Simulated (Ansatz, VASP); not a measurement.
# Two plane-wave programs on Li

```xyz
2
Lattice="0.0000 -2.0955 -2.0955 0.0000 2.0955 -2.0955 4.1910 0.0000 0.0000" Properties=species:S:1:pos:R:3 pbc="T T T"
Li    2.0955   -0.4250   -2.4143
Li    0.0000    0.4250    0.3188
```

Change from the starting cell: mode 4 frozen in at -0.425 Å and mode 5 at -0.319 Å (largest displacements).

Alike in both runs: task single point; functional PBEsol; dispersion D3(BJ); k mesh 16 × 16 × 10; occupations gaussian, width 0.15 eV; no spin polarisation.

```csv
,VASP,Ansatz
version,VASP 6.6.1,Ansatz 0.2.0
potentials or method,"VASP PAW PBE potentials, release 64 (Li_sv), cutoff 520 eV","scalar-relativistic, plane waves, PAW"
valence electrons in the cell,6,6
```

```tsv
	VASP	Ansatz	Ansatz less VASP
gap on the k mesh at the Fermi level (eV)	none	none	-
rms of the force components (eV/Å)	0.211	0.211	-0.0004
```

VASP's potentials were made for PBE, not for PBEsol. Atom by atom the forces differ by 0.001 eV/Å (rms over components). A gap of «none» marks a metal or a gap that the smearing closes.

Noted on VASP's run: the cutoff is under 1.25 times that of the potentials, so the pressure is a little rough.
